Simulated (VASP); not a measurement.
# GaAs (F-43m) in VASP: a series of runs, part 2 of 2

VASP 6.6.1. The steps go on from the part before.

### 4 Vibrations by perturbation theory, PBE

This run uses another cell than the first one, of 19.90 Å³/atom.

Contents of INCAR:

```
SYSTEM = GaAs
  PREC = Accurate
  ENCUT = 520
  EDIFF = 1E-8
  ISMEAR = 0
  SIGMA = 0.01
  LREAL = .FALSE.
  LASPH = .TRUE.
  NELM = 60
  ALGO = Normal
  ISIF = 2
  LWAVE = .FALSE.
  LCHARG = .TRUE.
  GGA = PE
  NBANDS = 16
  IBRION = 8
  NSW = 1
  LEPSILON = .TRUE.
```

Contents of KPOINTS:

```
regular mesh
0
G
  12 12 12
  0 0 0
```

Contents of POSCAR:

```
GaAs
1.0
    0.0000000000      2.7100448921      2.7100448921
    2.7100448921      0.0000000000      2.7100448921
    2.7100448921      2.7100448921      0.0000000000
Ga As
1 1
Direct
    0.0000000000      0.0000000000      0.0000000000
    0.7500000000      0.7500000000      0.7500000000
```

Potentials or basis: VASP PAW PBE potentials, release 64 (Ga_d, As).

On the command line:

```console
> cat potpaw_PBE.64/Ga_d/POTCAR potpaw_PBE.64/As/POTCAR > POTCAR
> mpirun -np 1 vasp_std > vasp.out
```

OUTCAR:

```text
SYSTEM = GaAs
   PREC = Accurate
   ENCUT = 520
   EDIFF = 1E-8
   ISMEAR = 0
   LREAL = .FALSE.
   LASPH = .TRUE.
   NELM = 60
   ISIF = 2
   GGA = PE
   IBRION = 8
   NSW = 1
   LEPSILON = .TRUE.

 ion  position               nearest neighbor table
   1  0.000  0.000  0.000-   2 2.35   2 2.35   2 2.35   2 2.35
   2  0.750  0.750  0.750-   1 2.35   1 2.35   1 2.35   1 2.35

  LATTYP: Found a face centered cubic cell.
 ALAT       =     5.4200897842

  Lattice vectors:

 A1 = (   0.0000000000,   2.7100448921,   2.7100448921)
 A2 = (   2.7100448921,   0.0000000000,   2.7100448921)
 A3 = (   2.7100448921,   2.7100448921,   0.0000000000)

Analysis of symmetry for initial positions (statically):
=====================================================================
 Subroutine PRICEL returns:
 Original cell was already a primitive cell.

 Routine SETGRP: Setting up the symmetry group for a
 face centered cubic supercell.

 Subroutine GETGRP returns: Found 24 space group operations
 (whereof 24 operations were pure point group operations)
 out of a pool of 48 trial point group operations.

The static configuration has the point symmetry T_d .

Analysis of symmetry for dynamics (positions and initial velocities):
=====================================================================
 Subroutine PRICEL returns:
 Original cell was already a primitive cell.

 Routine SETGRP: Setting up the symmetry group for a
 face centered cubic supercell.

 Subroutine GETGRP returns: Found 24 space group operations
 (whereof 24 operations were pure point group operations)
 out of a pool of 48 trial point group operations.

The dynamic configuration has the point symmetry T_d .

 Subroutine INISYM returns: Found 24 space group operations
 (whereof 24 operations are pure point group operations),
 and found     1 'primitive' translations

----------------------------------------------------------------------------------------

                                     Primitive cell

  volume of cell :      39.8070

  direct lattice vectors                    reciprocal lattice vectors
     0.000000000  2.710044892  2.710044892    -0.184498789  0.184498789  0.184498789
     2.710044892  0.000000000  2.710044892     0.184498789 -0.184498789  0.184498789
     2.710044892  2.710044892  0.000000000     0.184498789  0.184498789 -0.184498789

  length of vectors
     3.832582241  3.832582241  3.832582241     0.319561276  0.319561276  0.319561276

  position of ions in fractional coordinates (direct lattice)
     0.000000000  0.000000000  0.000000000
     0.750000000  0.750000000  0.750000000

[... 645 lines left out ...]
 -----------------------------------------------------------------------------
    -0.00030  0.71637  0.00000
     0.71637 -0.00030  0.00000
     0.00000  0.00000 -0.00031

--------------------------------------- Ionic step        4  -------------------------------------------

------------------------ aborting loop because EDIFF is reached ----------------------------------------

[... ionic steps 5 to 6 ...]

--------------------------------------- Ionic step        7  -------------------------------------------

 Free energy of the ion-electron system (eV)
  ---------------------------------------------------
  ---------------------------------------------------
  free energy    TOTEN  =        -0.04385922 eV

  energy without entropy =       -0.04385922

------------------------ aborting loop because EDIFF is reached ----------------------------------------

 INTERNAL STRAIN TENSOR  FOR ION    2  DIRECTION 1   (eV/Angst):
 -----------------------------------------------------------------------------
    -0.00473  0.00000  0.00000
     0.00000  0.00314 13.24031
     0.00000 13.24031  0.00314

 MACROSCOPIC STATIC DIELECTRIC TENSOR (including local field effects in DFT)
 ------------------------------------------------------
          11.751267    -0.000000     0.000000
           0.000000    11.751267    -0.000000
          -0.000000    -0.000000    11.751267
 ------------------------------------------------------

 PIEZOELECTRIC TENSOR (including local field effects)  for field in x, y, z        (e  Angst)
          XX          YY          ZZ          XY          YZ          ZX
  --------------------------------------------------------------------------------
  x     0.00000     0.00000    -0.00000     0.00000     1.78531     0.00000
  y     0.00000    -0.00000    -0.00000     0.00000     0.00000     1.78531
  z     0.00000    -0.00000     0.00000     1.78531     0.00000     0.00000

 PIEZOELECTRIC TENSOR (including local field effects)  for field in x, y, z        (C/m^2)
          XX          YY          ZZ          XY          YZ          ZX
  --------------------------------------------------------------------------------
  x     0.00000     0.00000    -0.00000     0.00000     0.71856     0.00000
  y     0.00000    -0.00000    -0.00000     0.00000     0.00000     0.71856
  z     0.00000    -0.00000     0.00000     0.71856     0.00000     0.00000

 BORN EFFECTIVE CHARGES (including local field effects) (in |e|, cummulative output)
 ---------------------------------------------------------------------------------
 ion    1
    1     1.89529     0.00000    -0.00000
    2     0.00000     1.89529     0.00000
    3     0.00000     0.00000     1.89529
 ion    2
    1    -1.89529    -0.00000     0.00000
    2    -0.00000    -1.89529    -0.00000
    3    -0.00000     0.00000    -1.89529

 INTERNAL STRAIN TENSOR FOR ION    2 for displacements in x,y,z  (eV/Angst):
          X           Y           Z          XY          YZ          ZX
  --------------------------------------------------------------------------------
  x    -0.00000     0.00000     0.00000     0.00000    13.24031     0.00000
  y     0.00000     0.00000     0.00000     0.00000     0.00000    13.24031
  z     0.00000     0.00000    -0.00000    13.24031     0.00000     0.00000

 SECOND DERIVATIVES (NOT SYMMETRIZED)
 ------------------------------------
               1X          1Y          1Z          2X          2Y          2Z
  1X   -12.817665    0.000000    0.000000   12.817665    0.000000    0.000000
  1Y     0.000000  -12.817665    0.000000    0.000000   12.817665    0.000000
  1Z     0.000000    0.000000  -12.817665    0.000000    0.000000   12.817665
  2X    12.850966    0.000000    0.000000  -12.850966    0.000000    0.000000
  2Y     0.000000   12.850966    0.000000    0.000000  -12.850966    0.000000
  2Z     0.000000    0.000000   12.850966    0.000000    0.000000  -12.850966

 Eigenvectors and eigenvalues of the dynamical matrix
 ----------------------------------------------------

   1 f  =    9.319359 THz    58.555260 2PiTHz  310.860357 cm-1    38.541755 meV
             X         Y         Z           dx          dy          dz
      0.000000  0.000000  0.000000    -0.000000    0.719252   -0.000000
      4.065067  4.065067  4.065067     0.000000   -0.694749    0.000000
[... 21 lines left out ...]
   6 f/i=    0.006042 THz     0.037961 2PiTHz    0.201526 cm-1     0.024986 meV
             X         Y         Z           dx          dy          dz
      0.000000  0.000000  0.000000     0.539408    0.437852   -0.000938
      4.065067  4.065067  4.065067     0.558433    0.453294   -0.000972

--------------------------------------------------------------------------------------------------------

 MACROSCOPIC STATIC DIELECTRIC TENSOR IONIC CONTRIBUTION
 ------------------------------------------------------
           1.272285    -0.000000     0.000000
           0.000000     1.272285     0.000000
           0.000000     0.000000     1.272285
 ------------------------------------------------------

 ELASTIC MODULI CONTR FROM IONIC RELAXATION (kBar)
 Direction    XX          YY          ZZ          XY          YZ          ZX
 --------------------------------------------------------------------------------
 XX          -0.0000      0.0000      0.0000     -0.0000      0.0000     -0.0000
 YY           0.0000     -0.0000      0.0000     -0.0000     -0.0000     -0.0000
 ZZ           0.0000      0.0000     -0.0000      0.0000     -0.0000     -0.0000
 XY          -0.0000     -0.0000      0.0000   -546.2497     -0.0000     -0.0000
 YZ           0.0000     -0.0000     -0.0000     -0.0000   -546.2497     -0.0000
 ZX          -0.0000     -0.0000     -0.0000     -0.0000      0.0000   -546.2497
 --------------------------------------------------------------------------------

 PIEZOELECTRIC TENSOR IONIC CONTR  for field in x, y, z        (C/m^2)
          XX          YY          ZZ          XY          YZ          ZX
  --------------------------------------------------------------------------------
  x     0.00000    -0.00000    -0.00000    -0.00000    -0.78444    -0.00000
  y    -0.00000    -0.00000    -0.00000    -0.00000     0.00000    -0.78444
  z    -0.00000    -0.00000     0.00000    -0.78444    -0.00000    -0.00000
```

stdout:

```text
POSCAR found type information on POSCAR GaAs
 POSCAR found :  2 types and       2 ions
 scaLAPACK will be used
 LDA part: xc-table for (Slater+PW92), standard interpolation
 POSCAR, INCAR and KPOINTS ok, starting setup
 FFT: planning ... GRIDC
 FFT: planning ... GRID_SOFT
 FFT: planning ... GRID
 WAVECAR not read
 entering main loop
[... 24 lines left out ...]
 dielectric tensor                  component  3 :     2.365     2.632    11.751
 Linear response DOF=           2
 Linear response progress:
 first order change of Fermi-energy   0.19082E-03
 force on displaced ion       1 direction 1 : -12.818  -0.000  -0.000
 Born effective charge ion    1 direction 1 :   1.880   0.000   0.000
 Linear response progress:
 first order change of Fermi-energy  -0.11507E-03
 force on displaced ion       2 direction 1 : -12.851   0.000   0.000
 Born effective charge ion    2 direction 1 :  -1.905   0.000   0.000
 Born effective charges drift removed
 Linear response finished
```

Wall time 24 min (1 thread of Intel Xeon Platinum 8375C at 2.90GHz (Ice Lake), shared host); peak memory 0.52 GiB.

Results:

```
Electronic dielectric tensor (diagonal)                 : 11.75
Born charges (mean of the diagonal)                     : Ga +1.90; As -1.90 e
Highest phonon frequency at Γ, LO-TO splitting left out : 311 cm⁻¹
```

Phonon frequencies in cm⁻¹ (negative: imaginary):
```
              q point        frequencies
(0.000, 0.000, 0.000)  0 0 0 311 311 311
```

Electronic dielectric tensor:
```
11.75  0.00  0.00
 0.00 11.75  0.00
 0.00  0.00 11.75
```

Born effective charge tensors (e):
atom 1, Ga
```
1.90 0.00 0.00
0.00 1.90 0.00
0.00 0.00 1.90
```
atom 2, As
```
-1.90  0.00  0.00
 0.00 -1.90  0.00
 0.00  0.00 -1.90
```

Caveat: the cell stands under pressure or tension, which shifts response properties.

### 5 Vibrations by perturbation theory, PBE

This run uses another cell than the first one, of 23.33 Å³/atom.

Contents of INCAR:

```
  PREC = Accurate
  ENCUT = 520
  EDIFF = 1E-8
  ISMEAR = 0
  SIGMA = 0.01
  LREAL = False
  LASPH = True
  NELM = 80
  ALGO = Normal
  ISIF = 2
  LWAVE = False
  LCHARG = True
  GGA = PE
  IBRION = 8
  NSW = 1
  LEPSILON = True
```

Contents of KPOINTS:

```
regular mesh
0
Gamma
  12 12 12
```

Contents of POSCAR:

```
GaAs
1.0
    0.0000000000      2.8575703907      2.8575703907
    2.8575703907      0.0000000000      2.8575703907
    2.8575703907      2.8575703907      0.0000000000
Ga As
1 1
Direct
    0.0000000000      0.0000000000      0.0000000000
    0.7500000000      0.7500000000      0.7500000000
```

Potentials or basis: VASP PAW PBE potentials, release 64 (Ga_d, As).

On the command line:

```console
> cat potpaw_PBE.64/Ga_d/POTCAR potpaw_PBE.64/As/POTCAR > POTCAR
> mpirun -np 1 vasp_std > vasp.out
```

OUTCAR:

```text
PREC = Accurate
   ENCUT = 520
   EDIFF = 1E-8
   ISMEAR = 0
   LREAL = False
   LASPH = True
   NELM = 80
   ISIF = 2
   GGA = PE
   IBRION = 8
   NSW = 1
   LEPSILON = True

 ion  position               nearest neighbor table
   1  0.000  0.000  0.000-   2 2.47   2 2.47   2 2.47   2 2.47
   2  0.750  0.750  0.750-   1 2.47   1 2.47   1 2.47   1 2.47

  LATTYP: Found a face centered cubic cell.
 ALAT       =     5.7151407814

[... 711 lines left out ...]
      4.286356  4.286356  4.286356    -0.267682   -0.641262   -0.000000
[... 21 lines left out ...]
   6 f/i=    0.006500 THz     0.040842 2PiTHz    0.216825 cm-1     0.026883 meV
             X         Y         Z           dx          dy          dz
      0.000000  0.000000  0.000000     0.576241    0.372107    0.111141
      4.286356  4.286356  4.286356     0.596333    0.385082    0.115016

--------------------------------------------------------------------------------------------------------

 MACROSCOPIC STATIC DIELECTRIC TENSOR IONIC CONTRIBUTION
 ------------------------------------------------------
           2.255043     0.000000     0.000000
           0.000000     2.255043    -0.000000
           0.000000    -0.000000     2.255043
 ------------------------------------------------------

 ELASTIC MODULI CONTR FROM IONIC RELAXATION (kBar)
 Direction    XX          YY          ZZ          XY          YZ          ZX
 --------------------------------------------------------------------------------
 XX          -0.0000      0.0000      0.0000     -0.0000      0.0000     -0.0000
 YY           0.0000     -0.0000      0.0000     -0.0000     -0.0000      0.0000
 ZZ           0.0000      0.0000     -0.0000      0.0000     -0.0000     -0.0000
 XY          -0.0000     -0.0000      0.0000   -163.6676      0.0000      0.0000
 YZ           0.0000     -0.0000     -0.0000      0.0000   -163.6676      0.0000
 ZX          -0.0000      0.0000     -0.0000      0.0000      0.0000   -163.6676
 --------------------------------------------------------------------------------

 PIEZOELECTRIC TENSOR IONIC CONTR  for field in x, y, z        (C/m^2)
          XX          YY          ZZ          XY          YZ          ZX
  --------------------------------------------------------------------------------
  x     0.00000    -0.00000    -0.00000    -0.00000    -0.57165     0.00000
  y    -0.00000     0.00000    -0.00000     0.00000    -0.00000    -0.57165
  z    -0.00000    -0.00000     0.00000    -0.57165    -0.00000     0.00000
```

OSZICAR:

```text
N       E                     dE             d eps       ncg     rms          rms(c)
DAV:   1     0.799632033006E+02    0.79963E+02   -0.92329E+03  1917   0.188E+03
DAV:   2    -0.212019962740E+01   -0.82083E+02   -0.78850E+02  2007   0.325E+02
DAV:   3    -0.832232082997E+01   -0.62021E+01   -0.61693E+01  2402   0.752E+01
DAV:   4    -0.842397583463E+01   -0.10166E+00   -0.10160E+00  2115   0.107E+01
[... 196 lines left out ...]
RMM:   7    -0.437861804295E-01    0.66244E-06   -0.86599E-08 14335   0.246E-03    0.213E-04
RMM:   8    -0.437855884024E-01    0.59203E-06   -0.36776E-09 13833   0.101E-03    0.446E-05
RMM:   9    -0.437854656970E-01    0.12271E-06   -0.14012E-08 14369   0.340E-04    0.120E-05
RMM:  10    -0.437853936902E-01    0.72007E-07   -0.42062E-09 14024   0.128E-04    0.354E-06
RMM:  11    -0.437853984330E-01   -0.47428E-08    0.11677E-09 14595   0.487E-05    0.168E-06
 Linear response finished
```

stdout:

```text
POSCAR found type information on POSCAR GaAs
 POSCAR found :  2 types and       2 ions
 scaLAPACK will be used
 LDA part: xc-table for (Slater+PW92), standard interpolation
 POSCAR, INCAR and KPOINTS ok, starting setup
 FFT: planning ... GRIDC
 FFT: planning ... GRID_SOFT
 FFT: planning ... GRID
 WAVECAR not read
 entering main loop
[... 24 lines left out ...]
 dielectric tensor                  component  3 :     3.344     3.072    40.036
 Linear response DOF=           2
 Linear response progress:
 first order change of Fermi-energy   0.24806E-03
 force on displaced ion       1 direction 1 :  -8.795   0.000   0.000
 Born effective charge ion    1 direction 1 :   2.207   0.000   0.000
 Linear response progress:
 first order change of Fermi-energy  -0.12768E-03
 force on displaced ion       2 direction 1 :  -8.824   0.000   0.000
 Born effective charge ion    2 direction 1 :  -2.309   0.000   0.000
 Born effective charges drift removed
 Linear response finished
```

It took 12 min on 1 thread of Intel Xeon 6975P-C (Granite Rapids), shared host; peak memory 0.52 GiB.

Results:

```yaml
Electronic_dielectric_tensor_diagonal: 40.04
Born_charges_mean_of_the_diagonal: Ga +2.26; As -2.26 e
Highest_phonon_frequency_at_Γ_LO-TO_splitting_left_out: 258 cm⁻¹
```

Phonon frequencies in cm⁻¹ (negative: imaginary):
| q point | frequencies |
| --- | --- |
| (0.000, 0.000, 0.000) | 0 0 0 258 258 258 |

Electronic dielectric tensor:
```
40.04  0.00  0.00
 0.00 40.04  0.00
 0.00  0.00 40.04
```

Born effective charge tensors (e):
atom 1, Ga
```
2.26 0.00 0.00
0.00 2.26 0.00
0.00 0.00 2.26
```
atom 2, As
```
-2.26  0.00  0.00
 0.00 -2.26  0.00
 0.00  0.00 -2.26
```

Caveat: the cell stands under pressure or tension, which shifts response properties.
